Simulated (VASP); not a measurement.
# MgO (Pmm2) in VASP: notebook, part 2 of 2

VASP 6.6.1. The steps go on from the part before.

## Step 3: Single point, PBE (atoms displaced along a vibrational mode)

Contents of INCAR:

```
PREC = Accurate
ENCUT = 520
EDIFF = 1E-6
ISMEAR = 0
SIGMA = 0.05
LREAL = False
LASPH = True
NELM = 60
ALGO = Normal
ISIF = 2
LWAVE = False
LCHARG = False
GGA = PE
NBANDS = 36
```

Contents of KPOINTS:

```
Automatic mesh
0
Gamma
  4 4 4
```

Contents of POSCAR:

```
MgO
1.0
    5.6335409551      0.0000000000      0.0000000000
    0.0000000000      5.6335409551      0.0000000000
    0.0000000000      0.0000000000      5.6335409551
Mg O
6 6
Direct
    0.2500000000     -0.0096535696      0.5000000000
    0.0000000000      0.5116474205      0.2500000000
    0.5000000000      0.7249713367      0.0000000000
    0.7500000000     -0.0096535696      0.5000000000
    0.0000000000      0.5116474205      0.7500000000
    0.5000000000      0.2249713367      0.0000000000
    0.2500000000      0.5302564776      0.0000000000
    0.5000000000      0.0135608313      0.2500000000
    0.0000000000      0.7411761981      0.5000000000
    0.7500000000      0.5302564776      0.0000000000
    0.5000000000      0.0135608313      0.7500000000
    0.0000000000      0.2411761981      0.5000000000
```

Potentials or basis: VASP PAW PBE potentials, release 64 (Mg, O).

Command:

```sh
$ cat potpaw_PBE.64/Mg/POTCAR potpaw_PBE.64/O/POTCAR > POTCAR
$ mpirun -np 1 vasp_std > vasp.out
```

OUTCAR:

```text
PREC = Accurate
   ENCUT = 520
   EDIFF = 1E-6
   ISMEAR = 0
   LREAL = False
   LASPH = True
   NELM = 60
   ISIF = 2
   GGA = PE

 ion  position               nearest neighbor table
   1  0.250  0.990  0.500-   9 1.99  12 2.00  11 2.00   8 2.00   4 2.82   4 2.82   5 3.35   2 3.35
                             6 3.42   6 3.42   3 3.49   3 3.49   2 3.55   5 3.55
   2  0.000  0.512  0.250-   9 1.91   7 1.99  10 1.99  12 2.07   5 2.82   5 2.82   1 3.35   4 3.35
                             3 3.37   3 3.37   6 3.54   6 3.54   1 3.55   4 3.55
   3  0.500  0.725  0.000-   7 1.79  10 1.79   8 2.15  11 2.15   6 2.82   6 2.82   2 3.37   5 3.37
                             2 3.37   5 3.37   4 3.49   1 3.49   4 3.49   1 3.49
   4  0.750  0.990  0.500-   9 1.99  12 2.00  11 2.00   8 2.00   1 2.82   1 2.82   5 3.35   2 3.35
                             6 3.42   6 3.42   3 3.49   3 3.49   2 3.55   5 3.55
   5  0.000  0.512  0.750-   9 1.91   7 1.99  10 1.99  12 2.07   2 2.82   2 2.82   4 3.35   1 3.35
                             3 3.37   3 3.37   6 3.54   6 3.54   1 3.55   4 3.55
   6  0.500  0.225  0.000-   8 1.84  11 1.84  10 2.22   7 2.22   3 2.82   3 2.82   4 3.42   1 3.42
                             4 3.42   1 3.42   5 3.54   2 3.54   2 3.54   5 3.54
   7  0.250  0.530  0.000-   3 1.79   2 1.99   5 1.99   6 2.22
   8  0.500  0.014  0.250-   6 1.84   4 2.00   1 2.00   3 2.15
   9  0.000  0.741  0.500-   2 1.91   5 1.91   4 1.99   1 1.99
  10  0.750  0.530  0.000-   3 1.79   2 1.99   5 1.99   6 2.22
  11  0.500  0.014  0.750-   6 1.84   4 2.00   1 2.00   3 2.15
  12  0.000  0.241  0.500-   1 2.00   4 2.00   2 2.07   5 2.07

  LATTYP: Found a simple cubic cell.
 ALAT       =     5.6335409551

  Lattice vectors:

 A1 = (   5.6335409551,   0.0000000000,   0.0000000000)
 A2 = (   0.0000000000,   5.6335409551,   0.0000000000)
 A3 = (   0.0000000000,   0.0000000000,   5.6335409551)

Analysis of symmetry for initial positions (statically):
=====================================================================
 Subroutine PRICEL returns:
 Original cell was already a primitive cell.

 Routine SETGRP: Setting up the symmetry group for a
 simple cubic supercell.

 Subroutine GETGRP returns: Found  4 space group operations
 (whereof  4 operations were pure point group operations)
 out of a pool of 48 trial point group operations.

The static configuration has the point symmetry C_2v.

Analysis of symmetry for dynamics (positions and initial velocities):
=====================================================================
 Subroutine PRICEL returns:
 Original cell was already a primitive cell.

 Routine SETGRP: Setting up the symmetry group for a
 simple cubic supercell.

 Subroutine GETGRP returns: Found  4 space group operations
 (whereof  4 operations were pure point group operations)
 out of a pool of 48 trial point group operations.

The dynamic configuration has the point symmetry C_2v.

 Subroutine INISYM returns: Found  4 space group operations
 (whereof  4 operations are pure point group operations),
 and found     1 'primitive' translations

----------------------------------------------------------------------------------------
[... 96 lines left out ...]
   number of dos      NEDOS =    301   number of ions     NIONS =     12
   total plane-waves  NPLWV =  74088
   dimension x,y,z NGX =    42 NGY =   42 NGZ =   42
   dimension x,y,z NGXF=    84 NGYF=   84 NGZF=   84
   ions per type =               6   6
   NGX,Y,Z   is equivalent  to a cutoff of  12.39, 12.39, 12.39 a.u.
   NGXF,Y,Z  is equivalent  to a cutoff of  24.79, 24.79, 24.79 a.u.
 SYSTEM =  unknown system
   PREC   = accura    normal or accurate (medium, high low for compatibility)
   ISTART =      0    job   : 0-new  1-cont  2-samecut
   ICHARG =      2    charge: 1-file 2-atom 10-const
   ISPIN  =      1    spin polarized calculation?
   LNONCOLLINEAR =      F non collinear calculations
   LSORBIT =      F    spin-orbit coupling
   LASPH  =      T    aspherical Exc in radial PAW
   ENCUT  =  520.0 eV  38.22 Ry    6.18 a.u.  10.47 10.47 10.47*2*pi/ulx,y,z
   NELM   =     60;   NELMIN=  2; NELMDL= -5     # of ELM steps
   EDIFF  = 0.1E-05   stopping-criterion for ELM
   LREAL  =      F    real-space projection
   EDIFFG = 0.1E-04   stopping-criterion for IOM
   NSW    =      0    number of steps for IOM
   IBRION =     -1    ionic relax: 0-MD 1-quasi-New 2-CG
   NFREE  =      0    steps in history (QN), initial steepest desc. (CG)
   ISIF   =      2    stress and relaxation
   ISYM   =      2    0-nonsym 1-usesym 2-fastsym
   POTIM  = 0.5000    time-step for ionic-motion
   TEBEG  =    0.0;   TEEND  =   0.0 temperature during run
   PSTRESS=    0.0 pullay stress
   NELECT =      48.0000    total number of electrons
   NUPDOWN=      -1.0000    fix difference up-down
   EMIN   =  10.00;   EMAX   =-10.00  energy-range for DOS
   EFERMI =   0.00;   METHOD = LEGACY
   ISMEAR =     0;   SIGMA  =   0.05  broadening in eV -4-tet -1-fermi 0-gaus
   EFERMI_NEDOS =   21; number of points for ismear=-14 and -15
   IALGO  =     38    algorithm
   IMIX   =      4    mixing-type and parameters
     AMIX     =   0.40;   BMIX     =  1.00
     AMIX_MAG =   1.60;   BMIX_MAG =  1.00
  volume/ion in A,a.u.               =      14.90       100.54
  Fermi-wavevector in a.u.,A,eV,Ry     =   1.056105  1.995749 15.175365  1.115358
  Thomas-Fermi vector in A             =   2.191328
   LORBIT       =      0    0 simple, 1 ext, 2 COOP (PROOUT), +10 PAW based schemes
   GGA     = PE    functional components
   LHFCALC =     F    Hartree Fock is set to
   AEXX    =    0.0000 exact exchange contribution
   IVDW    =     0    specifies the selected vdW correction
   LEPSILON=     F    determine dielectric tensor
   LRPA    =     F    only Hartree local field effects (RPA)
 non-spin polarized calculation
 Gauss-broadening in eV      SIGMA  =   0.05
  energy-cutoff  :      520.00
  volume of cell :      178.79
 maximum number of plane-waves:      4842
 NGX is ok and might be reduce to    42
   NGX = 21   NGY = 21   NGZ = 21

 number of electron      47.9999966 magnetization

 Free energy of the ion-electron system (eV)
  ---------------------------------------------------
  ext. energy  EPLUGINS =         0.00000000
  ---------------------------------------------------
  free energy    TOTEN  =       -68.79133439 eV

  energy without entropy =      -68.79133439  energy(sigma->0) =      -68.79133439

 E-fermi :   0.1426     XC(G=0):  -8.3913

 val. band max:       -0.1175520805   @ k =   0.5000   0.5000   0.0000
 cond. band min:       2.6989046939   @ k =   0.0000   0.0000   0.0000
 fundamental gap:      2.8164567743
 Fermi energy:         0.1426091241

 k-point     1 :       0.0000    0.0000    0.0000
  band No.  band energies     occupation
      1     -16.2773      2.00000
      2     -15.9155      2.00000
      3     -15.8047      2.00000
      4     -15.4128      2.00000
      5     -15.3601      2.00000
      6     -15.2088      2.00000
[... 925 lines left out ...]
     35      10.7283      0.00000
     36      10.8038      0.00000

 [... further k-points ...]

------------------------ aborting loop because EDIFF is reached ----------------------------------------

  FORCE on cell =-STRESS in cart. coord.  units (eV):
  Direction    XX          YY          ZZ          XY          YZ          ZX
  --------------------------------------------------------------------------------------
  -------------------------------------------------------------------------------------
  Total        3.5914883      2.3711540      1.7867501      0.0000000      0.0000000      0.0000000
  in kB       32.1840483     21.2483875     16.0114271      0.0000000      0.0000000      0.0000000
  external PRESSURE =      23.1479543 kB  Pullay stress =       0.0000000 kB

 VOLUME and BASIS-vectors are now :
 -----------------------------------------------------------------------------
  energy-cutoff  :      520.00
  volume of cell :      178.79
      direct lattice vectors                 reciprocal lattice vectors
     5.633540955  0.000000000  0.000000000     0.177508251  0.000000000  0.000000000
     0.000000000  5.633540955  0.000000000     0.000000000  0.177508251  0.000000000
     0.000000000  0.000000000  5.633540955     0.000000000  0.000000000  0.177508251

 POSITION                                       TOTAL-FORCE (eV/Angst)
 -----------------------------------------------------------------------------------
      1.40839      5.57916      2.81677         0.045015      0.565972      0.000000
      0.00000      2.88239      1.40839         0.000000     -0.815748     -0.240625
      2.81677      4.08416      0.00000         0.000000      3.877867      0.000000
      4.22516      5.57916      2.81677        -0.045015      0.565972      0.000000
      0.00000      2.88239      4.22516         0.000000     -0.815748      0.240625
      2.81677      1.26739      0.00000         0.000000      2.697711      0.000000
      1.40839      2.98722      0.00000        -1.460558     -2.279094      0.000000
      2.81677      0.07640      1.40839         0.000000     -1.482302      0.714630
      0.00000      4.17545      2.81677         0.000000      0.854699      0.000000
      4.22516      2.98722      0.00000         1.460558     -2.279094      0.000000
      2.81677      0.07640      4.22516         0.000000     -1.482302     -0.714630
      0.00000      1.35868      2.81677         0.000000      0.592069      0.000000
 -----------------------------------------------------------------------------------
    total drift:                                0.000000      0.000981      0.000006

  FREE ENERGIE OF THE ION-ELECTRON SYSTEM (eV)
  ---------------------------------------------------
  free  energy   TOTEN  =       -68.7913343901 eV

  energy  without entropy=      -68.7913343901  energy(sigma->0) =      -68.79133439
```

Wall time 78 s (1 thread of Intel Xeon 6975P-C (Granite Rapids), shared host); peak memory 0.32 GiB.

Results:

```
Free energy            : -68.7913 eV
Pressure               : 2.3 GPa
Largest force          : 3.878 eV/Å
Band gap on the k mesh : 2.82 eV
```

Forces in eV/Å, atoms in the order of the input:
```
Mg   0.045  0.566  0.000
Mg   0.000 -0.816 -0.241
Mg   0.000  3.878  0.000
Mg  -0.045  0.566  0.000
Mg   0.000 -0.816  0.241
Mg   0.000  2.698  0.000
O   -1.461 -2.279  0.000
O    0.000 -1.482  0.715
O    0.000  0.855  0.000
O    1.461 -2.279  0.000
O    0.000 -1.482 -0.715
O    0.000  0.592  0.000
```

Levels at points of the mesh, in eV from the valence-band top:
```
           k point  band 21  band 22  band 23  band 24  band 25  band 26  band 27  band 28
(0.00, 0.00, 0.00)    -0.51    -0.09    -0.03     0.00     2.82     5.93     7.87     7.89
(0.50, 0.00, 0.00)    -0.57    -0.52    -0.02    -0.02     4.69     4.75     7.39     7.54
(0.00, 0.50, 0.00)    -0.62    -0.54    -0.09     0.00     4.67     4.75     7.40     7.66
(0.00, 0.00, 0.50)    -0.59    -0.50    -0.10    -0.02     4.72     4.72     7.49     7.52
(0.50, 0.50, 0.00)    -0.65    -0.63    -0.39     0.00     5.57     5.72     5.88     6.55
(0.00, 0.50, 0.50)    -0.64    -0.62    -0.37    -0.08     5.60     5.78     5.83     6.49
(0.50, 0.00, 0.50)    -0.48    -0.47    -0.46    -0.02     5.59     5.75     5.80     6.56
(0.50, 0.50, 0.50)    -0.85    -0.76    -0.67    -0.61     6.31     6.37     7.16     7.30
```

Caveat: the cell differs from its parent crystal (atoms displaced along a vibrational mode); forces of over 1 eV/Å act on the atoms, so gaps and moduli don't describe the material at rest.
